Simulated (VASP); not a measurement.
RbBr: single point with PBE-based screened hybrid with 10 % exact exchange

RbBr:

```xyz
2
Lattice="0.0000 3.8695 3.8695 3.8695 0.0000 3.8695 3.8695 3.8695 0.0000" Properties=species:S:1:pos:R:3 pbc="T T T"
Rb    0.0000    0.0000    0.0000
Br    1.9347    1.9347    1.9347
```

* Program: VASP 6.6.1
* Task: single point
* Functional: PBE-based screened hybrid with 10 % exact exchange
* Potentials or basis: VASP PAW PBE potentials, release 64 (Rb_sv, Br)
* Cutoff: 520 eV
* k mesh: 4 × 4 × 4
* Occupations: gaussian, width 0.01 eV
* Spin: no spin polarisation

The pressure is 0.1 GPa and the band gap on the k mesh is 4.42 eV (least direct gap 4.51 eV).

Levels at points of the mesh, in eV from the valence-band top:
```
           k point  band 5  band 6  band 7  band 8  band 9  band 10  band 11  band 12
(0.00, 0.00, 0.00)   -8.89   -0.09   -0.09   -0.09    4.42     8.58     8.58     9.53
(0.50, 0.00, 0.00)   -8.84   -0.30   -0.04   -0.04    6.64     6.83     8.19     8.19
(0.50, 0.50, 0.00)   -8.80   -0.39    0.00    0.00    6.26     7.09     8.84     9.39
```

It took 3.3 min on 1 thread of Intel(R) Xeon(R) 6975P-C (Granite Rapids), with other jobs on the host, peak memory 0.38 GiB.

Caveat: the structure was generated, so it needn't be the stable form of RbBr; the PAW data sets were made with another functional, which shifts forces and pressure a little. A k mesh can miss the band edges.
